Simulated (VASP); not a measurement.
# Na2Cd (P4_2/mnm) in VASP: single point with PBE

Aim: the single point of Na2Cd with PBE.

Everything below comes from runs of VASP 6.6.1. Logs are shortened: lines on timing, memory, paths and dates and some standing lists are left out, and cuts for length are marked.

### 1 The cell of the first run

The structure is tetragonal, space group P4_2/mnm (No. 136). Conventional cell: a = 8.284 Å, b = 8.284 Å, c = 3.241 Å, α = 90.00°, β = 90.00°, γ = 90.00°. Na (site symmetry m2m) has 3 Cd at 3.09 to 3.21 Å and 2 Na at 3.24 Å within 4.1 Å. Cd (site symmetry mmm) has 6 Na at 3.09 to 3.21 Å and 2 Cd at 3.24 Å within 4.1 Å.

### 2 Single point, PBE

INCAR reads:

```
PREC     = Accurate       # precision mode
ENCUT    = 520            # plane-wave cutoff, eV
EDIFF    = 1E-6           # SCF threshold, eV
ISMEAR   = 0              # smearing method
SIGMA    = 0.1            # smearing width, eV
LREAL    = False          # projectors in reciprocal space
LASPH    = True           # aspherical terms in the spheres
NELM     = 100            # most SCF steps
ALGO     = Fast           # electronic algorithm
ISIF     = 2              # what is computed and relaxed
LWAVE    = False          # write WAVECAR
LCHARG   = False          # write CHGCAR
GGA      = PE             # functional
NBANDS   = 35             # bands
```

KPOINTS reads:

```
Automatic mesh
0
Gamma
  6 6 12
```

POSCAR reads:

```
Na2Cd
1.0
    8.2837022437      0.0000000000      0.0000000000
    0.0000000000      8.2837022437      0.0000000000
    0.0000000000      0.0000000000      3.2407305033
Na Cd
4 2
Direct
    0.2634563006      0.2634563006      0.0000000000
    0.2365436994      0.7634563006      0.5000000000
    0.7365436994      0.7365436994      0.0000000000
    0.7634563006      0.2365436994      0.5000000000
    0.0000000000      0.0000000000      0.0000000000
    0.5000000000      0.5000000000      0.5000000000
```

Potentials or basis: VASP PAW PBE potentials, release 64 (Na_pv, Cd).

Started as:

```
cat potpaw_PBE.64/Na_pv/POTCAR potpaw_PBE.64/Cd/POTCAR > POTCAR
mpirun -np 1 vasp_std > vasp.out
```

OUTCAR:

```text
PREC = Accurate
   ENCUT = 520
   EDIFF = 1E-6
   ISMEAR = 0
   LREAL = False
   LASPH = True
   NELM = 100
   ISIF = 2
   GGA = PE

 ion  position               nearest neighbor table
   1  0.263  0.263  0.000-   5 3.09   6 3.21   6 3.21
   2  0.237  0.763  0.500-   6 3.09   5 3.21   5 3.21
   3  0.737  0.737  0.000-   5 3.09   6 3.21   6 3.21
   4  0.763  0.237  0.500-   6 3.09   5 3.21   5 3.21
   5  0.000  0.000  0.000-   1 3.09   3 3.09   2 3.21   4 3.21   2 3.21   4 3.21
   6  0.500  0.500  0.500-   2 3.09   4 3.09   3 3.21   1 3.21   1 3.21   3 3.21

  LATTYP: Found a simple tetragonal cell.
 ALAT       =     8.2837022437
 C/A-ratio  =     0.3912176474

  Lattice vectors:

 A1 = (   8.2837022437,   0.0000000000,   0.0000000000)
 A2 = (   0.0000000000,   8.2837022437,   0.0000000000)
 A3 = (   0.0000000000,   0.0000000000,   3.2407305033)

Analysis of symmetry for initial positions (statically):
=====================================================================
 Subroutine PRICEL returns:
 Original cell was already a primitive cell.

 Routine SETGRP: Setting up the symmetry group for a
 simple tetragonal supercell.

 Subroutine GETGRP returns: Found 16 space group operations
 (whereof  8 operations were pure point group operations)
 out of a pool of 16 trial point group operations.

The static configuration has the point symmetry D_2h.
 The point group associated with its full space group is D_4h.

Analysis of symmetry for dynamics (positions and initial velocities):
=====================================================================
 Subroutine PRICEL returns:
 Original cell was already a primitive cell.

 Routine SETGRP: Setting up the symmetry group for a
 simple tetragonal supercell.

 Subroutine GETGRP returns: Found 16 space group operations
 (whereof  8 operations were pure point group operations)
 out of a pool of 16 trial point group operations.

The dynamic configuration has the point symmetry D_2h.
 The point group associated with its full space group is D_4h.

 Subroutine INISYM returns: Found 16 space group operations
 (whereof  8 operations are pure point group operations),
 and found     1 'primitive' translations

----------------------------------------------------------------------------------------

                                     Primitive cell

  volume of cell :     222.3780

  direct lattice vectors                    reciprocal lattice vectors
     8.283702244  0.000000000  0.000000000     0.120718970  0.000000000  0.000000000
     0.000000000  8.283702244  0.000000000     0.000000000  0.120718970  0.000000000
     0.000000000  0.000000000  3.240730503     0.000000000  0.000000000  0.308572403

  length of vectors
     8.283702244  8.283702244  3.240730503     0.120718970  0.120718970  0.308572403

  position of ions in fractional coordinates (direct lattice)
     0.263456301  0.263456301  0.000000000
     0.236543699  0.763456301  0.500000000
     0.736543699  0.736543699  0.000000000
     0.763456301  0.236543699  0.500000000
     0.000000000  0.000000000  0.000000000
     0.500000000  0.500000000  0.500000000

  ion indices of the primitive-cell ions
   primitive index   ion index
                 1           1
                 2           2
                 3           3
                 4           4
                 5           5
                 6           6

----------------------------------------------------------------------------------------

 KPOINTS: Automatic mesh

Automatic generation of k-mesh.
 Grid dimensions read from file:
 generate k-points for:    6    6   12

 Generating k-lattice:

  Cartesian coordinates                     Fractional coordinates (reciprocal lattice)
     0.020119828  0.000000000  0.000000000     0.166666667  0.000000000  0.000000000
     0.000000000  0.020119828  0.000000000     0.000000000  0.166666667  0.000000000
     0.000000000  0.000000000  0.025714367     0.000000000  0.000000000  0.083333333

  Length of vectors
     0.020119828  0.020119828  0.025714367

  Shift w.r.t. Gamma in fractional coordinates (k-lattice)
     0.000000000  0.000000000  0.000000000

 Subroutine IBZKPT returns following result:
 ===========================================

 Found     70 irreducible k-points:

 Following reciprocal coordinates:
            Coordinates               Weight
  0.000000  0.000000  0.000000      1.000000
  0.166667  0.000000  0.000000      4.000000
  0.333333  0.000000  0.000000      4.000000
  0.500000  0.000000  0.000000      2.000000
  0.166667  0.166667  0.000000      4.000000
  0.333333  0.166667  0.000000      8.000000
[... 16 lines left out ...]
  0.333333  0.000000  0.166667      8.000000
  0.500000  0.000000  0.166667      4.000000
 [... further k-points ...]
   k-points           NKPTS =     70   k-points in BZ     NKDIM =     70   number of bands    NBANDS=     35
   number of dos      NEDOS =    301   number of ions     NIONS =      6
   total plane-waves  NPLWV =  98304
   dimension x,y,z NGX =    64 NGY =   64 NGZ =   24
   dimension x,y,z NGXF=   128 NGYF=  128 NGZF=   48
   ions per type =               4   2
   NGX,Y,Z   is equivalent  to a cutoff of  12.84, 12.84, 12.31 a.u.
   NGXF,Y,Z  is equivalent  to a cutoff of  25.69, 25.69, 24.62 a.u.
 SYSTEM =  unknown system
   PREC   = accura    normal or accurate (medium, high low for compatibility)
   ISTART =      0    job   : 0-new  1-cont  2-samecut
   ICHARG =      2    charge: 1-file 2-atom 10-const
   ISPIN  =      1    spin polarized calculation?
   LNONCOLLINEAR =      F non collinear calculations
   LSORBIT =      F    spin-orbit coupling
   LASPH  =      T    aspherical Exc in radial PAW
   ENCUT  =  520.0 eV  38.22 Ry    6.18 a.u.  15.40 15.40  6.03*2*pi/ulx,y,z
   NELM   =    100;   NELMIN=  2; NELMDL= -5     # of ELM steps
   EDIFF  = 0.1E-05   stopping-criterion for ELM
   LREAL  =      F    real-space projection
   EDIFFG = 0.1E-04   stopping-criterion for IOM
   NSW    =      0    number of steps for IOM
   IBRION =     -1    ionic relax: 0-MD 1-quasi-New 2-CG
   NFREE  =      0    steps in history (QN), initial steepest desc. (CG)
   ISIF   =      2    stress and relaxation
   ISYM   =      2    0-nonsym 1-usesym 2-fastsym
   POTIM  = 0.5000    time-step for ionic-motion
   TEBEG  =    0.0;   TEEND  =   0.0 temperature during run
   PSTRESS=    0.0 pullay stress
   NELECT =      52.0000    total number of electrons
   NUPDOWN=      -1.0000    fix difference up-down
   EMIN   =  10.00;   EMAX   =-10.00  energy-range for DOS
   EFERMI =   0.00;   METHOD = LEGACY
   ISMEAR =     0;   SIGMA  =   0.10  broadening in eV -4-tet -1-fermi 0-gaus
   EFERMI_NEDOS =   21; number of points for ismear=-14 and -15
   IALGO  =     68    algorithm
   IMIX   =      4    mixing-type and parameters
     AMIX     =   0.40;   BMIX     =  1.00
     AMIX_MAG =   1.60;   BMIX_MAG =  1.00
  volume/ion in A,a.u.               =      37.06       250.11
  Fermi-wavevector in a.u.,A,eV,Ry     =   1.008584  1.905947 13.840408  1.017241
  Thomas-Fermi vector in A             =   2.141460
   LORBIT       =      0    0 simple, 1 ext, 2 COOP (PROOUT), +10 PAW based schemes
   GGA     = PE    functional components
   LHFCALC =     F    Hartree Fock is set to
   AEXX    =    0.0000 exact exchange contribution
   IVDW    =     0    specifies the selected vdW correction
   LEPSILON=     F    determine dielectric tensor
   LRPA    =     F    only Hartree local field effects (RPA)
 non-spin polarized calculation
 RMM-DIIS sequential band-by-band and
 Gauss-broadening in eV      SIGMA  =   0.10
  energy-cutoff  :      520.00
  volume of cell :      222.38
 maximum number of plane-waves:      6026
 NGX is ok and might be reduce to    64
   NGX = 31   NGY = 31   NGZ = 13

 number of electron      51.9999960 magnetization

 Free energy of the ion-electron system (eV)
  ---------------------------------------------------
  ext. energy  EPLUGINS =         0.00000000
  ---------------------------------------------------
  free energy    TOTEN  =        -6.41688154 eV

  energy without entropy =       -6.40145799  energy(sigma->0) =       -6.40916976

 E-fermi :   0.2550     XC(G=0):  -6.9361

 val. band max:        0.2413356039   @ k =   0.3333   0.1667   0.0833
 cond. band min:       0.2638428438   @ k =   0.1667   0.0000   0.1667
 fundamental gap:      0.0225072399
 Fermi energy:         0.2549958654

 k-point     1 :       0.0000    0.0000    0.0000
  band No.  band energies     occupation
      1     -24.6522      2.00000
      2     -24.6499      2.00000
      3     -24.6499      2.00000
      4     -24.6474      2.00000
      5     -24.6295      2.00000
      6     -24.6292      2.00000
[... 27 lines left out ...]
     34       5.6338      0.00000
     35       6.0712      0.00000

 k-point     2 :       0.1667    0.0000    0.0000
  band No.  band energies     occupation
      1     -24.6521      2.00000
      2     -24.6501      2.00000
      3     -24.6498      2.00000
      4     -24.6476      2.00000
      5     -24.6295      2.00000
      6     -24.6292      2.00000
[... 27 lines left out ...]
     34       5.3888      0.00000
     35       5.6291      0.00000

 k-point     3 :       0.3333    0.0000    0.0000
  band No.  band energies     occupation
      1     -24.6516      2.00000
      2     -24.6505      2.00000
      3     -24.6493      2.00000
      4     -24.6480      2.00000
      5     -24.6294      2.00000
      6     -24.6292      2.00000
[... 27 lines left out ...]
     34       4.7816      0.00000
     35       5.4938      0.00000
[... 723 lines left out ...]
 k-point    23 :       0.3333    0.0000    0.1667
  band No.  band energies     occupation
      1     -24.6494      2.00000
      2     -24.6485      2.00000
      3     -24.6483      2.00000
      4     -24.6481      2.00000
      5     -24.6478      2.00000
      6     -24.6476      2.00000
[... 27 lines left out ...]
     34       5.0971      0.00000
     35       5.8594      0.00000

 k-point    24 :       0.5000    0.0000    0.1667
  band No.  band energies     occupation
      1     -24.6489      2.00000
      2     -24.6489      2.00000
      3     -24.6482      2.00000
      4     -24.6482      2.00000
      5     -24.6477      2.00000
      6     -24.6477      2.00000
[... 27 lines left out ...]
     34       4.2018      0.00000
     35       6.2245      0.00000

 [... further k-points ...]

------------------------ aborting loop because EDIFF is reached ----------------------------------------

  FORCE on cell =-STRESS in cart. coord.  units (eV):
  Direction    XX          YY          ZZ          XY          YZ          ZX
  --------------------------------------------------------------------------------------
  -------------------------------------------------------------------------------------
  Total       -0.0001447     -0.0001447      0.0241074      0.0000000      0.0000000      0.0000000
  in kB       -0.0010424     -0.0010424      0.1736881      0.0000000      0.0000000      0.0000000
  external PRESSURE =       0.0572011 kB  Pullay stress =       0.0000000 kB

 VOLUME and BASIS-vectors are now :
 -----------------------------------------------------------------------------
  energy-cutoff  :      520.00
  volume of cell :      222.38
      direct lattice vectors                 reciprocal lattice vectors
     8.283702244  0.000000000  0.000000000     0.120718970  0.000000000  0.000000000
     0.000000000  8.283702244  0.000000000     0.000000000  0.120718970  0.000000000
     0.000000000  0.000000000  3.240730503     0.000000000  0.000000000  0.308572403

 POSITION                                       TOTAL-FORCE (eV/Angst)
 -----------------------------------------------------------------------------------
      2.18239      2.18239      0.00000         0.001892      0.001892     -0.000000
      1.95946      6.32424      1.62037        -0.001892      0.001892      0.000000
      6.10131      6.10131      0.00000        -0.001892     -0.001892      0.000000
      6.32424      1.95946      1.62037         0.001892     -0.001892      0.000000
      0.00000      0.00000      0.00000         0.000000      0.000000      0.000000
      4.14185      4.14185      1.62037         0.000000      0.000000      0.000000
 -----------------------------------------------------------------------------------
    total drift:                               -0.000000      0.000000      0.000000

  FREE ENERGIE OF THE ION-ELECTRON SYSTEM (eV)
  ---------------------------------------------------
  free  energy   TOTEN  =        -6.4168815367 eV

  energy  without entropy=       -6.4014579876  energy(sigma->0) =       -6.40916976
```

Wall time 6.8 min (1 thread of Intel Xeon Platinum 8488C (Sapphire Rapids), shared host); peak memory 0.57 GiB.

What came out:

```yaml
Free_energy: -6.4169 eV
Pressure: 0.0 GPa
Band_gap_on_the_k_mesh: zero (bands 26 and 27 overlap by 1.94 eV)
```

Forces in eV/Å, atoms in the order of the input:
```
Na   0.002  0.002  0.000
Na  -0.002  0.002  0.000
Na  -0.002 -0.002  0.000
Na   0.002 -0.002  0.000
Cd   0.000  0.000  0.000
Cd   0.000  0.000  0.000
```

Levels at points of the mesh, in eV from the Fermi level:
```
           k point  band 22  band 23  band 24  band 25  band 26  band 27  band 28  band 29  band 30  band 31
(0.00, 0.00, 0.00)    -8.50    -5.08    -4.42    -1.55    -1.55     0.04     0.04     0.18     0.49     1.69
(0.50, 0.00, 0.00)    -8.50    -4.78    -4.78    -1.24    -1.24    -1.00    -1.00     1.74     1.74     3.01
(0.50, 0.50, 0.00)    -8.50    -4.74    -4.74    -2.04    -2.04     0.38     0.38     1.70     1.70     2.70
(0.00, 0.00, 0.50)    -8.38    -1.41    -1.41    -0.33    -0.33     1.62     1.62     2.29     2.29     3.56
(0.50, 0.00, 0.50)    -8.38    -1.33    -1.33    -0.47    -0.47     1.74     1.74     2.24     2.24     2.81
(0.50, 0.50, 0.50)    -8.38    -1.30    -1.30    -0.40    -0.40     1.27     1.27     1.77     1.77     4.16
```

The gap in the log of VASP goes by the Fermi energy; the results here count the filled bands.